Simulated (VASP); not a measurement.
The system is Al2Cu.

```
Al Cu
1.0
     4.10599    0.01068    0.02640
     0.01068    4.16888   -0.01535
     0.01840   -0.01070    2.84061
Al Cu
2 1
Direct
  0.50032 0.99512 0.50377
  0.00103 0.49976 0.49682
  0.99865 0.00512 0.99941
```

- Program: VASP 6.6.1
- Task: relaxation of cell and atoms
- Functional: PBEsol
- Potentials or basis: VASP PAW PBE potentials, release 64 (Al, Cu)
- Cutoff: 600 eV
- k mesh: 8 × 8 × 12
- Occupations: gaussian, width 0.15 eV
- Spin: no spin polarisation

At the start: pressure -1.7 GPa; volume 16.21 Å³/atom.

Where does the relaxation end?

Over 11 steps the energy falls by 4.5 meV/atom and the volume is 15.89 Å³/atom (-2.0 %); space group P4/mmm (No. 123, to 0.1 Å) before and after.

Step by step:
| step | energy change (eV) | largest force (eV/Å) | pressure (GPa) | volume (Å³) |
| --- | --- | --- | --- | --- |
| 1 | 0.0000 | 0.1334 | -1.73 | 48.62 |
| 2 | -0.0108 | 0.0729 | 0.60 | 47.40 |
| 3 | -0.0108 | 0.0755 | 0.53 | 47.44 |
| 4 | -0.0127 | 0.0510 | 0.11 | 47.62 |
| 5 | -0.0127 | 0.0510 | 0.01 | 47.66 |
| 6 | -0.0130 | 0.0418 | -0.01 | 47.69 |
| 7 | -0.0132 | 0.0209 | -0.16 | 47.74 |
| 8 | -0.0132 | 0.0244 | -0.13 | 47.73 |
| 9 | -0.0134 | 0.0161 | 0.03 | 47.66 |
| 10 | -0.0134 | 0.0133 | 0.14 | 47.60 |
| 11 | -0.0135 | 0.0042 | 0.01 | 47.67 |

Final structure:
```xyz
3
Lattice="4.0977 -0.0007 -0.0004 -0.0006 4.0963 0.0001 -0.0002 0.0000 2.8400" Properties=species:S:1:pos:R:3 pbc="T T T"
Al    2.0481    4.0950    1.4191
Al   -0.0001    2.0484    1.4206
Cu    4.0975    0.0001   -0.0001
```

Caveat: the highest band is partly filled, so the run has too few bands; the PAW data sets were made with another functional, which shifts forces and pressure a little.
